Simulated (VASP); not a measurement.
# Ru2Rh in VASP: notebook

Runs on Ru2Rh. Level: PBE. Tasks: single point.

Everything below comes from runs of VASP 6.6.1. Logs are shortened: lines on timing, memory, paths and dates and some standing lists are left out, and cuts for length are marked.

## Step 1: The cell of the first run

The cell holds a slab with vacuum, 3 atoms: a = 2.721 Å, b = 2.721 Å, c = 20.296 Å, α = 90.00°, β = 90.00°, γ = 120.00°.

## Step 2: Single point, PBE

INCAR reads:

```
SYSTEM = Ru2Rh
  PREC = Accurate
  ENCUT = 520
  EDIFF = 1E-6
  ISMEAR = -1
  SIGMA = 0.08
  LREAL = .FALSE.
  LASPH = .TRUE.
  NELM = 80
  ALGO = Normal
  ISIF = 2
  LWAVE = .FALSE.
  LCHARG = .TRUE.
  LDIPOL = .TRUE.
  IDIPOL = 3
  DIPOL = 0.5 0.5 0.500
  GGA = PE
  LELF = .TRUE.
  LVHAR = .TRUE.
  LVACPOTAV = .TRUE.
  NBANDS = 28
```

KPOINTS reads:

```
regular mesh
0
G
  14 14 1
  0 0 0
```

POSCAR reads:

```
Ru2Rh
1.0
    2.7207384563      0.0000000000      0.0000000000
   -1.3603692282      2.3562286202      0.0000000000
    0.0000000000      0.0000000000     20.2961000000
Rh Ru
1 2
Direct
    0.0000000000      0.0000000000      0.3980803413
    0.3333333333      0.6666666667      0.4999999983
    0.0000000000      0.0000000000      0.6019196604
```

Potentials or basis: VASP PAW PBE potentials, release 64 (Rh_pv, Ru_pv).

Command:

```bash
$ cat potpaw_PBE.64/Rh_pv/POTCAR potpaw_PBE.64/Ru_pv/POTCAR > POTCAR
$ mpirun -np 1 vasp_std > vasp.out
```

OUTCAR:

```text
SYSTEM = Ru2Rh
   PREC = Accurate
   ENCUT = 520
   EDIFF = 1E-6
   ISMEAR = -1
   LREAL = .FALSE.
   LASPH = .TRUE.
   NELM = 80
   ISIF = 2
   GGA = PE

 ion  position               nearest neighbor table
   1  0.000  0.000  0.398-   2 2.60   2 2.60   2 2.60
   2  0.333  0.667  0.500-   1 2.60   1 2.60   1 2.60   3 2.60   3 2.60   3 2.60
   3  0.000  0.000  0.602-   2 2.60   2 2.60   2 2.60

  LATTYP: Found a hexagonal cell.
 ALAT       =     2.7207384563
 C/A-ratio  =     7.4597762063

  Lattice vectors:

 A1 = (   2.7207384563,   0.0000000000,   0.0000000000)
 A2 = (  -1.3603692282,   2.3562286202,   0.0000000000)
 A3 = (   0.0000000000,   0.0000000000,  20.2961000000)

Analysis of symmetry for initial positions (statically):
=====================================================================
 Subroutine PRICEL returns:
 Original cell was already a primitive cell.

 Routine SETGRP: Setting up the symmetry group for a
 hexagonal supercell.

 Subroutine GETGRP returns: Found  6 space group operations
 (whereof  6 operations were pure point group operations)
 out of a pool of 24 trial point group operations.

The static configuration has the point symmetry C_3v.

Analysis of symmetry for dynamics (positions and initial velocities):
=====================================================================
 Subroutine PRICEL returns:
 Original cell was already a primitive cell.

 Routine SETGRP: Setting up the symmetry group for a
 hexagonal supercell.

 Subroutine GETGRP returns: Found  6 space group operations
 (whereof  6 operations were pure point group operations)
 out of a pool of 24 trial point group operations.

The dynamic configuration has the point symmetry C_3v.

 Subroutine INISYM returns: Found  6 space group operations
 (whereof  6 operations are pure point group operations),
 and found     1 'primitive' translations

----------------------------------------------------------------------------------------

                                     Primitive cell

  volume of cell :     130.1118

  direct lattice vectors                    reciprocal lattice vectors
     2.720738456  0.000000000  0.000000000     0.367547273  0.212203517  0.000000000
    -1.360369228  2.356228620  0.000000000     0.000000000  0.424407034  0.000000000
     0.000000000  0.000000000 20.296100000     0.000000000  0.000000000  0.049270550

  length of vectors
     2.720738456  2.720738456 20.296100000     0.424407034  0.424407034  0.049270550

  position of ions in fractional coordinates (direct lattice)
     0.000000000  0.000000000  0.398080341
     0.333333333  0.666666667  0.499999998
     0.000000000  0.000000000  0.601919660

  ion indices of the primitive-cell ions
   primitive index   ion index
                 1           1
                 2           2
                 3           3

----------------------------------------------------------------------------------------

 KPOINTS: regular mesh

Automatic generation of k-mesh.
 Grid dimensions read from file:
 generate k-points for:   14   14    1

 Generating k-lattice:

  Cartesian coordinates                     Fractional coordinates (reciprocal lattice)
     0.026253377  0.015157394  0.000000000     0.071428571  0.000000000  0.000000000
     0.000000000  0.030314788  0.000000000     0.000000000  0.071428571  0.000000000
     0.000000000  0.000000000  0.049270550     0.000000000  0.000000000  1.000000000

  Length of vectors
     0.030314788  0.030314788  0.049270550

  Shift w.r.t. Gamma in fractional coordinates (k-lattice)
     0.000000000  0.000000000  0.000000000

 Subroutine IBZKPT returns following result:
 ===========================================

 Found     24 irreducible k-points:

 Following reciprocal coordinates:
            Coordinates               Weight
  0.000000  0.000000  0.000000      1.000000
  0.071429  0.000000  0.000000      6.000000
  0.142857 -0.000000  0.000000      6.000000
  0.214286 -0.000000  0.000000      6.000000
  0.285714 -0.000000  0.000000      6.000000
  0.357143 -0.000000  0.000000      6.000000
[... 16 lines left out ...]
  0.285714  0.285714  0.000000      6.000000
  0.357143  0.285714  0.000000      6.000000
   k-points           NKPTS =     24   k-points in BZ     NKDIM =     24   number of bands    NBANDS=     28
   number of dos      NEDOS =    301   number of ions     NIONS =      3
   total plane-waves  NPLWV =  64000
   dimension x,y,z NGX =    20 NGY =   20 NGZ =  160
   dimension x,y,z NGXF=    40 NGYF=   40 NGZF=  320
   ions per type =               1   2
   NGX,Y,Z   is equivalent  to a cutoff of  12.22, 12.22, 13.11 a.u.
   NGXF,Y,Z  is equivalent  to a cutoff of  24.44, 24.44, 26.21 a.u.
 SYSTEM =  Ru2Rh
   PREC   = accura    normal or accurate (medium, high low for compatibility)
   ISTART =      0    job   : 0-new  1-cont  2-samecut
   ICHARG =      2    charge: 1-file 2-atom 10-const
   ISPIN  =      1    spin polarized calculation?
   LNONCOLLINEAR =      F non collinear calculations
   LSORBIT =      F    spin-orbit coupling
   LASPH  =      T    aspherical Exc in radial PAW
   ENCUT  =  520.0 eV  38.22 Ry    6.18 a.u.   5.06  5.06 37.74*2*pi/ulx,y,z
   NELM   =     80;   NELMIN=  2; NELMDL= -5     # of ELM steps
   EDIFF  = 0.1E-05   stopping-criterion for ELM
   LREAL  =      F    real-space projection
   EDIFFG = 0.1E-04   stopping-criterion for IOM
   NSW    =      0    number of steps for IOM
   IBRION =     -1    ionic relax: 0-MD 1-quasi-New 2-CG
   NFREE  =      0    steps in history (QN), initial steepest desc. (CG)
   ISIF   =      2    stress and relaxation
   ISYM   =      2    0-nonsym 1-usesym 2-fastsym
   POTIM  = 0.5000    time-step for ionic-motion
   TEBEG  =    0.0;   TEEND  =   0.0 temperature during run
   PSTRESS=    0.0 pullay stress
   NELECT =      43.0000    total number of electrons
   NUPDOWN=      -1.0000    fix difference up-down
   EMIN   =  10.00;   EMAX   =-10.00  energy-range for DOS
   EFERMI =   0.00;   METHOD = LEGACY
   ISMEAR =    -1;   SIGMA  =   0.08  broadening in eV -4-tet -1-fermi 0-gaus
   EFERMI_NEDOS =   21; number of points for ismear=-14 and -15
   IALGO  =     38    algorithm
   IMIX   =      4    mixing-type and parameters
     AMIX     =   0.40;   BMIX     =  1.00
     AMIX_MAG =   1.60;   BMIX_MAG =  1.00
  volume/ion in A,a.u.               =      43.37       292.68
  Fermi-wavevector in a.u.,A,eV,Ry     =   1.131858  2.138902 17.430466  1.281103
  Thomas-Fermi vector in A             =   2.268558
   LORBIT       =      0    0 simple, 1 ext, 2 COOP (PROOUT), +10 PAW based schemes
   GGA     = PE    functional components
   LHFCALC =     F    Hartree Fock is set to
   AEXX    =    0.0000 exact exchange contribution
   IVDW    =     0    specifies the selected vdW correction
   LEPSILON=     F    determine dielectric tensor
   LRPA    =     F    only Hartree local field effects (RPA)
 non-spin polarized calculation
  energy-cutoff  :      520.00
  volume of cell :      130.11
 maximum number of plane-waves:      3531
   NGX = 11   NGY = 11   NGZ = 75

 dipolmoment           0.000000      0.000000      0.005389 electrons x Angstroem

 number of electron      42.9999994 magnetization

 dipolmoment           0.000000      0.000000     -0.001544 electrons x Angstroem

 Free energy of the ion-electron system (eV)
  ---------------------------------------------------
  ext. energy  EPLUGINS =         0.00000000
  ---------------------------------------------------
  free energy    TOTEN  =       -23.96887319 eV

  energy without entropy =      -23.87088698  energy(sigma->0) =      -23.91988009

 E-fermi :   0.6203     XC(G=0):  -5.3892

 val. band max:        0.6162839325   @ k =   0.3571   0.2857   0.0000
 cond. band min:       0.6222755613   @ k =   0.2143   0.1429   0.0000
 fundamental gap:      0.0059916289
 Fermi energy:         0.6203134166

 k-point     1 :       0.0000    0.0000    0.0000
  band No.  band energies     occupation
      1     -45.8805      2.00000
      2     -45.6052      2.00000
      3     -45.6052      2.00000
      4     -43.0046      2.00000
      5     -42.4330      2.00000
      6     -42.4330      2.00000
[... 20 lines left out ...]
     27       1.5556      0.00002
     28       1.8439      0.00000

 k-point     2 :       0.0714    0.0000    0.0000
  band No.  band energies     occupation
      1     -45.8765      2.00000
      2     -45.6308      2.00000
      3     -45.6113      2.00000
      4     -42.9970      2.00000
      5     -42.4731      2.00000
      6     -42.4417      2.00000
[... 20 lines left out ...]
     27       1.5895      0.00001
     28       2.8753      0.00000

 k-point     3 :       0.1429   -0.0000    0.0000
  band No.  band energies     occupation
      1     -45.8655      2.00000
      2     -45.7019      2.00000
      3     -45.6283      2.00000
      4     -42.9765      2.00000
      5     -42.5791      2.00000
      6     -42.4662      2.00000
[... 20 lines left out ...]
     27       2.1193      0.00000
     28       4.0863      0.00000

 k-point     4 :       0.2143   -0.0000    0.0000
  band No.  band energies     occupation
      1     -45.8506      2.00000
      2     -45.8026      2.00000
      3     -45.6527      2.00000
      4     -42.9510      2.00000
      5     -42.7218      2.00000
      6     -42.5013      2.00000
[... 20 lines left out ...]
     27       2.9702      0.00000
     28       5.2472      0.00000

 k-point     5 :       0.2857   -0.0000    0.0000
  band No.  band energies     occupation
      1     -45.9171      2.00000
      2     -45.8302      2.00000
      3     -45.6797      2.00000
      4     -42.9477      2.00000
      5     -42.8541      2.00000
      6     -42.5401      2.00000
[... 20 lines left out ...]
     27       3.8708      0.00000
     28       6.3794      0.00000

 k-point     6 :       0.3571   -0.0000    0.0000
  band No.  band energies     occupation
      1     -46.0161      2.00000
      2     -45.8149      2.00000
      3     -45.7039      2.00000
      4     -43.0393      2.00000
      5     -42.8841      2.00000
      6     -42.5747      2.00000
[... 463 lines left out ...]
      5     -42.8584      2.00000
      6     -42.7492      2.00000
[... 20 lines left out ...]
     27       6.7336      0.00000
     28       9.1435      0.00000

 k-point    22 :       0.3571    0.2143    0.0000
  band No.  band energies     occupation
      1     -46.0390      2.00000
      2     -45.8463      2.00000
      3     -45.7937      2.00000
      4     -43.0628      2.00000
      5     -42.8578      2.00000
      6     -42.7857      2.00000
[... 20 lines left out ...]
     27       7.4084      0.00000
     28       8.8336      0.00000

 k-point    23 :       0.2857    0.2857    0.0000
  band No.  band energies     occupation
      1     -46.0109      2.00000
      2     -45.8818      2.00000
      3     -45.7927      2.00000
      4     -43.0243      2.00000
      5     -42.8469      2.00000
      6     -42.8403      2.00000
[... 20 lines left out ...]
     27       8.1163      0.00000
     28       9.3903      0.00000

 k-point    24 :       0.3571    0.2857    0.0000
  band No.  band energies     occupation
      1     -45.9943      2.00000
      2     -45.9178      2.00000
      3     -45.7902      2.00000
      4     -43.0013      2.00000
      5     -42.8916      2.00000
      6     -42.8400      2.00000
[... 20 lines left out ...]
     27       8.2952      0.00000
     28       9.0801      0.00000

------------------------ aborting loop because EDIFF is reached ----------------------------------------

  FORCE on cell =-STRESS in cart. coord.  units (eV):
  Direction    XX          YY          ZZ          XY          YZ          ZX
  --------------------------------------------------------------------------------------
  -------------------------------------------------------------------------------------
  Total       -1.8073224     -1.8073224      0.7725913      0.0000000      0.0000000     -0.0000000
  in kB      -22.2550924    -22.2550924      9.5135710      0.0000000      0.0000000     -0.0000000
  external PRESSURE =     -11.6655379 kB  Pullay stress =       0.0000000 kB

 VOLUME and BASIS-vectors are now :
 -----------------------------------------------------------------------------
  energy-cutoff  :      520.00
  volume of cell :      130.11
      direct lattice vectors                 reciprocal lattice vectors
     2.720738456  0.000000000  0.000000000     0.367547273  0.212203517  0.000000000
    -1.360369228  2.356228620  0.000000000     0.000000000  0.424407034  0.000000000
     0.000000000  0.000000000 20.296100000     0.000000000  0.000000000  0.049270550

 POSITION                                       TOTAL-FORCE (eV/Angst)
 -----------------------------------------------------------------------------------
      0.00000      0.00000      8.07948        -0.000000     -0.000000     -0.612416
     -0.00000      1.57082     10.14805         0.000000      0.000000      0.836564
      0.00000      0.00000     12.21662        -0.000000     -0.000000     -0.224148
 -----------------------------------------------------------------------------------
    total drift:                                0.000000     -0.000000      0.000359

  FREE ENERGIE OF THE ION-ELECTRON SYSTEM (eV)
  ---------------------------------------------------
  free  energy   TOTEN  =       -23.9688731921 eV

  energy  without entropy=      -23.8708869808  energy(sigma->0) =      -23.91988009

 vacuum level on the upper side and lower side of the slab         5.580         5.623
```

Run time: 3.7 min. Hardware: 1 thread of Intel Xeon 8259CL, shared host; peak memory 0.28 GiB.

What came out:

| Item | Value |
| --- | --- |
| Free energy | -23.9689 eV |
| Largest force | 0.837 eV/Å |
| Band gap on the k mesh | zero (an odd number of electrons rules out a gap without spin polarisation) |

Forces in eV/Å, atoms in the order of the input:
```
Rh   0.000  0.000 -0.612
Ru   0.000  0.000  0.837
Ru   0.000  0.000 -0.224
```

## Step 3: Single point, PBE

INCAR reads:

```
PREC = Accurate ; ENCUT = 520
EDIFF = 1E-7 ; ISMEAR = -1
SIGMA = 0.08 ; LREAL = False
LASPH = True ; NELM = 80
ALGO = Normal ; ISIF = 2
LWAVE = False ; LCHARG = False
LDIPOL = True ; IDIPOL = 3
DIPOL = 0.5 0.5 0.500 ; GGA = PE
NBANDS = 28
```

KPOINTS reads:

```
regular mesh
0
Gamma
  14 14 1
```

POSCAR is that of step 2.

Potentials or basis: VASP PAW PBE potentials, release 64 (Rh_pv, Ru_pv).

Command:

```bash
$ cat potpaw_PBE.64/Rh_pv/POTCAR potpaw_PBE.64/Ru_pv/POTCAR > POTCAR
$ mpirun -np 1 vasp_std > vasp.out
```

Run time: 3 min. Hardware: 1 thread of Intel Xeon 8259CL, shared host; peak memory 0.28 GiB.

Results (log left out):

- Free energy: -23.9689 eV
- Largest force: 0.837 eV/Å
- Band gap on the k mesh: zero (an odd number of electrons rules out a gap without spin polarisation)

Forces on the atoms (eV/Å):
```
Rh   0.000  0.000 -0.612
Ru   0.000  0.000  0.837
Ru   0.000  0.000 -0.224
```

Levels at points of the mesh, in eV from the Fermi level:
| k point | band 18 | band 19 | band 20 | band 21 | band 22 | band 23 | band 24 | band 25 |
| --- | --- | --- | --- | --- | --- | --- | --- | --- |
| (0.00, 0.00, 0.00) | -2.36 | -2.13 | -2.13 | -1.06 | -1.06 | -0.33 | 0.15 | 0.15 |
| (0.50, 0.00, 0.00) | -1.06 | -0.27 | 0.18 | 0.67 | 1.01 | 1.21 | 1.81 | 2.80 |
